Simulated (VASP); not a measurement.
# CuPd (Pm-3m) in VASP: a series of runs, part 2 of 2

VASP 6.6.1.

## 3. Vibrations by perturbation theory, LDA

This run uses another cell than the first one, of 12.15 Å³/atom, 1.061 times its volume.

The input, INCAR:

```
PREC = Accurate
ENCUT = 520
EDIFF = 1E-8
ISMEAR = -1
SIGMA = 0.15
LREAL = False
LASPH = True
NELM = 80
ALGO = Normal
ISIF = 2
LWAVE = False
LCHARG = False
IBRION = 8
NSW = 1
```

The input, KPOINTS:

```
Automatic mesh
0
Gamma
  14 14 14
```

The input, POSCAR:

```
CuPd
1.0
    2.8961288028      0.0000000000      0.0000000000
    0.0000000000      2.8961288028      0.0000000000
    0.0000000000      0.0000000000      2.8961288028
Cu Pd
1 1
Direct
    0.0000000000      0.0000000000      0.0000000000
    0.5000000000      0.5000000000      0.5000000000
```

Potentials or basis: VASP PAW LDA potentials, release 64 (Cu, Pd).

Launch:

```bash
$ cat potpaw_LDA.64/Cu/POTCAR potpaw_LDA.64/Pd/POTCAR > POTCAR
$ mpirun -np 1 vasp_std > vasp.out
```

OUTCAR:

```text
PREC = Accurate
   ENCUT = 520
   EDIFF = 1E-8
   ISMEAR = -1
   LREAL = False
   LASPH = True
   NELM = 80
   ISIF = 2
   IBRION = 8
   NSW = 1

 ion  position               nearest neighbor table
   1  0.000  0.000  0.000-   2 2.51   2 2.51   2 2.51   2 2.51   2 2.51   2 2.51   2 2.51   2 2.51

   2  0.500  0.500  0.500-   1 2.51   1 2.51   1 2.51   1 2.51   1 2.51   1 2.51   1 2.51   1 2.51

  LATTYP: Found a simple cubic cell.
 ALAT       =     2.8961288028

  Lattice vectors:

 A1 = (   2.8961288028,   0.0000000000,   0.0000000000)
 A2 = (   0.0000000000,   2.8961288028,   0.0000000000)
 A3 = (   0.0000000000,   0.0000000000,   2.8961288028)

Analysis of symmetry for initial positions (statically):
=====================================================================
 Subroutine PRICEL returns:
 Original cell was already a primitive cell.

 Routine SETGRP: Setting up the symmetry group for a
 simple cubic supercell.

 Subroutine GETGRP returns: Found 48 space group operations
[... 636 lines left out ...]
 -----------------------------------------------------------------------------
    -0.06684  0.00000 -0.00000
     0.00000 -0.03899  0.00000
    -0.00000  0.00000 -0.03899

 INTERNAL STRAIN TENSOR FOR ION    2 for displacements in x,y,z  (eV/Angst):
          X           Y           Z          XY          YZ          ZX
  --------------------------------------------------------------------------------
  x     0.00000     0.00000     0.00000     0.00000     0.00000     0.00000
  y     0.00000     0.00000     0.00000     0.00000     0.00000     0.00000
  z     0.00000     0.00000     0.00000     0.00000     0.00000     0.00000

 SECOND DERIVATIVES (NOT SYMMETRIZED)
 ------------------------------------
               1X          1Y          1Z          2X          2Y          2Z
  1X    -9.192576   -0.000000   -0.000000    9.192576    0.000000    0.000000
  1Y    -0.000000   -9.192576    0.000000    0.000000    9.192576    0.000000
  1Z    -0.000000   -0.000000   -9.192576    0.000000    0.000000    9.192576
  2X     9.181637    0.000000    0.000000   -9.181637   -0.000000   -0.000000
  2Y     0.000000    9.181637   -0.000000   -0.000000   -9.181637    0.000000
  2Z     0.000000    0.000000    9.181637   -0.000000   -0.000000   -9.181637

 Eigenvectors and eigenvalues of the dynamical matrix
 ----------------------------------------------------

   1 f  =    7.512734 THz    47.203900 2PiTHz  250.597835 cm-1    31.070158 meV
             X         Y         Z           dx          dy          dz
      0.000000  0.000000  0.000000    -0.791457   -0.000000    0.000000
      1.448064  1.448064  1.448064     0.611225    0.000000    0.000000
[... 21 lines left out ...]
   6 f/i=    0.002164 THz     0.013596 2PiTHz    0.072177 cm-1     0.008949 meV
             X         Y         Z           dx          dy          dz
      0.000000  0.000000  0.000000     0.000000    0.404690   -0.458063
      1.448064  1.448064  1.448064     0.000000    0.524021   -0.593132

--------------------------------------------------------------------------------------------------------

 ELASTIC MODULI CONTR FROM IONIC RELAXATION (kBar)
 Direction    XX          YY          ZZ          XY          YZ          ZX
 --------------------------------------------------------------------------------
 XX           0.0000      0.0000      0.0000      0.0000      0.0000      0.0000
 YY           0.0000      0.0000      0.0000      0.0000      0.0000      0.0000
 ZZ           0.0000      0.0000      0.0000      0.0000      0.0000      0.0000
 XY           0.0000      0.0000      0.0000      0.0000      0.0000      0.0000
 YZ           0.0000      0.0000      0.0000      0.0000      0.0000      0.0000
 ZX           0.0000      0.0000      0.0000      0.0000      0.0000      0.0000
 --------------------------------------------------------------------------------
```

OSZICAR:

```text
N       E                     dE             d eps       ncg     rms          rms(c)
DAV:   1     0.123834907554E+03    0.12383E+03   -0.10565E+04  3500   0.222E+03
DAV:   2    -0.766527075922E+01   -0.13150E+03   -0.12528E+03  3420   0.348E+02
[... 48 lines left out ...]
RMM:  11    -0.248906931174E+00   -0.32784E-05   -0.15428E-08 13707   0.125E-03    0.333E-05
RMM:  12    -0.248906881833E+00    0.49341E-07   -0.40643E-09 13299   0.304E-04    0.134E-05
RMM:  13    -0.248907036868E+00   -0.15504E-06    0.10749E-09 13697   0.989E-05    0.328E-05
RMM:  14    -0.248906849671E+00    0.18720E-06   -0.90513E-10 13194   0.523E-05    0.133E-05
RMM:  15    -0.248906747144E+00    0.10253E-06   -0.25067E-10 13852   0.384E-05    0.117E-06
RMM:  16    -0.248906752001E+00   -0.48571E-08   -0.16623E-10 13257   0.158E-05    0.153E-06
 Linear response finished
```

stdout:

```text
POSCAR found type information on POSCAR CuPd
 POSCAR found :  2 types and       2 ions
 scaLAPACK will be used
 LDA part: xc-table for (Slater(with rela. corr.)+CA(PZ))
 , standard interpolation
 POSCAR, INCAR and KPOINTS ok, starting setup
 FFT: planning ... GRIDC
 FFT: planning ... GRID_SOFT
 FFT: planning ... GRID
 WAVECAR not read
 entering main loop
 Linear response reoptimize wavefunctions to high precision
 Linear response DOF=           2
 Linear response progress:
 first order change of Fermi-energy   0.11754E-03
 force on displaced ion       1 direction 1 :  -9.193   0.000   0.000
 Linear response progress:
 first order change of Fermi-energy   0.22975E-03
 force on displaced ion       2 direction 1 :  -9.182   0.000  -0.000
 Linear response finished
```

It took 4.4 min on 1 thread of Intel Xeon Platinum 8124M at 3.00GHz (Skylake/Cascade Lake), shared host; peak memory 0.37 GiB.

Results:

* Highest phonon frequency at Γ, LO-TO splitting left out: 251 cm⁻¹

Phonon frequencies in cm⁻¹ (negative: imaginary):
```
              q point        frequencies
(0.000, 0.000, 0.000)  0 0 0 251 251 251
```

Caveat: the cell wasn't relaxed at this level first, which shifts response properties.

## 4. Vibrations by perturbation theory, LDA

This run uses another cell than the first one, of 12.58 Å³/atom, 1.100 times its volume.

The input, INCAR:

```
SYSTEM = CuPd
ALGO = Fast
EDIFF = 1E-8
ENCUT = 520
IBRION = 8
ISIF = 2
ISMEAR = -1
LASPH = .True.
LCHARG = .True.
LREAL = .False.
LWAVE = .False.
NBANDS = 18
NELM = 100
NSW = 1
PREC = Accurate
SIGMA = 0.15
```

The input, KPOINTS:

```
k-points
0
Gamma
  14 14 14
  0 0 0
```

The input, POSCAR:

```
CuPd
1.0
    2.9304415474      0.0000000000      0.0000000000
    0.0000000000      2.9304415474      0.0000000000
    0.0000000000      0.0000000000      2.9304415474
Cu Pd
1 1
Direct
    0.0000000000      0.0000000000      0.0000000000
    0.5000000000      0.5000000000      0.5000000000
```

Potentials or basis: VASP PAW LDA potentials, release 64 (Cu, Pd).

Launch:

```bash
$ cat potpaw_LDA.64/Cu/POTCAR potpaw_LDA.64/Pd/POTCAR > POTCAR
$ mpirun -np 1 vasp_std > vasp.out
```

OUTCAR:

```text
SYSTEM = CuPd
   EDIFF = 1E-8
   ENCUT = 520
   IBRION = 8
   ISIF = 2
   ISMEAR = -1
   LASPH = .True.
   LREAL = .False.
   NELM = 100
   NSW = 1
   PREC = Accurate

 ion  position               nearest neighbor table
   1  0.000  0.000  0.000-   2 2.54   2 2.54   2 2.54   2 2.54   2 2.54   2 2.54   2 2.54   2 2.54

   2  0.500  0.500  0.500-   1 2.54   1 2.54   1 2.54   1 2.54   1 2.54   1 2.54   1 2.54   1 2.54

  LATTYP: Found a simple cubic cell.
 ALAT       =     2.9304415474

[... 762 lines left out ...]
               1X          1Y          1Z          2X          2Y          2Z
  1X    -7.868129    0.000000   -0.000000    7.868129   -0.000000    0.000000
  1Y     0.000000   -7.868129   -0.000000   -0.000000    7.868129    0.000000
  1Z    -0.000000    0.000000   -7.868129    0.000000   -0.000000    7.868129
  2X     7.902805    0.000000   -0.000000   -7.902805   -0.000000    0.000000
  2Y     0.000000    7.902805    0.000000   -0.000000   -7.902805   -0.000000
  2Z     0.000000    0.000000    7.902805   -0.000000   -0.000000   -7.902805

 Eigenvectors and eigenvalues of the dynamical matrix
 ----------------------------------------------------

   1 f  =    6.957761 THz    43.716902 2PiTHz  232.085926 cm-1    28.774975 meV
             X         Y         Z           dx          dy          dz
      0.000000  0.000000  0.000000     0.000000    0.790629   -0.000000
      1.465221  1.465221  1.465221     0.000000   -0.612295    0.000000
[... 21 lines left out ...]
   6 f/i=    0.007406 THz     0.046532 2PiTHz    0.247029 cm-1     0.030628 meV
             X         Y         Z           dx          dy          dz
      0.000000  0.000000  0.000000    -0.000000   -0.000000   -0.612295
      1.465221  1.465221  1.465221     0.000000    0.000000   -0.790629

--------------------------------------------------------------------------------------------------------

 ELASTIC MODULI CONTR FROM IONIC RELAXATION (kBar)
 Direction    XX          YY          ZZ          XY          YZ          ZX
 --------------------------------------------------------------------------------
 XX           0.0000      0.0000      0.0000      0.0000      0.0000      0.0000
 YY           0.0000      0.0000      0.0000      0.0000      0.0000      0.0000
 ZZ           0.0000      0.0000      0.0000      0.0000      0.0000      0.0000
 XY           0.0000      0.0000      0.0000      0.0000      0.0000      0.0000
 YZ           0.0000      0.0000      0.0000      0.0000      0.0000      0.0000
 ZX           0.0000      0.0000      0.0000      0.0000      0.0000      0.0000
 --------------------------------------------------------------------------------
```

OSZICAR:

```text
N       E                     dE             d eps       ncg     rms          rms(c)
DAV:   1     0.117755821060E+03    0.11776E+03   -0.10362E+04  4678   0.172E+03
DAV:   2    -0.819121476184E+01   -0.12595E+03   -0.11777E+03  4380   0.287E+02
DAV:   3    -0.128734368069E+02   -0.46822E+01   -0.45557E+01  5124   0.664E+01
DAV:   4    -0.129495871082E+02   -0.76150E-01   -0.76086E-01  5624   0.678E+00
[... 66 lines left out ...]
RMM:  17    -0.249604947282E+00    0.15521E-07   -0.40108E-06 23147   0.637E-03    0.650E-07
RMM:  18    -0.249604953453E+00   -0.61701E-08   -0.40131E-06 22966   0.639E-03    0.320E-07
RMM:  19    -0.249604953652E+00   -0.19963E-09   -0.40189E-06 23460   0.638E-03    0.319E-07
RMM:  20    -0.249604953413E+00    0.23936E-09   -0.40198E-06 23426   0.639E-03    0.318E-07
RMM:  21    -0.249604953920E+00   -0.50677E-09   -0.40206E-06 23873   0.638E-03    0.342E-07
 Linear response finished
```

stdout:

```text
POSCAR found type information on POSCAR CuPd
 POSCAR found :  2 types and       2 ions
 scaLAPACK will be used
 LDA part: xc-table for (Slater(with rela. corr.)+CA(PZ))
 , standard interpolation
 POSCAR, INCAR and KPOINTS ok, starting setup
 FFT: planning ... GRIDC
 FFT: planning ... GRID_SOFT
 FFT: planning ... GRID
 WAVECAR not read
 entering main loop
 Linear response reoptimize wavefunctions to high precision
 Linear response DOF=           2
 Linear response progress:
 first order change of Fermi-energy   0.49248E-04
 force on displaced ion       1 direction 1 :  -7.868  -0.000   0.000
 Linear response progress:
 first order change of Fermi-energy   0.17424E-03
 force on displaced ion       2 direction 1 :  -7.903  -0.000   0.000
 Linear response finished
```

It took 8.1 min on 1 thread of Intel Xeon Platinum 8124M at 3.00GHz (Skylake/Cascade Lake), shared host; peak memory 0.42 GiB.

Results:

* Highest phonon frequency at Γ, LO-TO splitting left out: 232 cm⁻¹

Phonon frequencies in cm⁻¹ (negative: imaginary):
| q point | frequencies |
| --- | --- |
| (0.000, 0.000, 0.000) | 0 0 0 232 232 232 |

## 5. Elastic constants, LDA

The input, INCAR:

```
PREC = Accurate ; ENCUT = 600
EDIFF = 1E-8 ; ISMEAR = -1
SIGMA = 0.15 ; LREAL = F
LASPH = T ; NELM = 100
ALGO = Normal ; ISIF = 3
LWAVE = F ; LCHARG = F
GGA = CA ; IBRION = 6
NFREE = 2 ; POTIM = 0.015
NSW = 1
```

The input, KPOINTS:

```
Automatic mesh
0
Gamma
  14 14 14
```

The input, POSCAR:

```
CuPd
1.0
    2.8391293436      0.0000000000      0.0000000000
    0.0000000000      2.8391293436      0.0000000000
    0.0000000000      0.0000000000      2.8391293436
Cu Pd
1 1
Direct
    0.0000000000      0.0000000000      0.0000000000
    0.5000000000      0.5000000000      0.5000000000
```

Launch:

```bash
$ cat potpaw_LDA.64/Cu/POTCAR potpaw_LDA.64/Pd/POTCAR > POTCAR
$ mpirun -np 1 vasp_std > vasp.out
```

Wall time 27 min (1 thread of Intel Xeon Platinum 8124M at 3.00GHz (Skylake/Cascade Lake), shared host); peak memory 0.65 GiB.

Results (log left out):

```
Elastic constants C11, C12, C44                         : 338, 288, 171 GPa
Voigt bulk modulus                                      : 305 GPa
Highest phonon frequency at Γ, LO-TO splitting left out : 282 cm⁻¹
```

Phonon frequencies in cm⁻¹ (negative: imaginary):
```csv
q point,frequencies
"(0.000, 0.000, 0.000)",0 0 0 282 282 282
```

Elastic tensor in Voigt notation (GPa, in the Cartesian axes of the cell as first typed):
```
338 288 288   0   0   0
288 338 288   0   0   0
288 288 338   0   0   0
  0   0   0 171   0   0
  0   0   0   0 171   0
  0   0   0   0   0 171
```

Clamped-ion elastic tensor (GPa):
```
338 288 288   0   0   0
288 338 288   0   0   0
288 288 338   0   0   0
  0   0   0 171   0   0
  0   0   0   0 171   0
  0   0   0   0   0 171
```

Caveat: the cell is under stress, which shifts elastic constants.
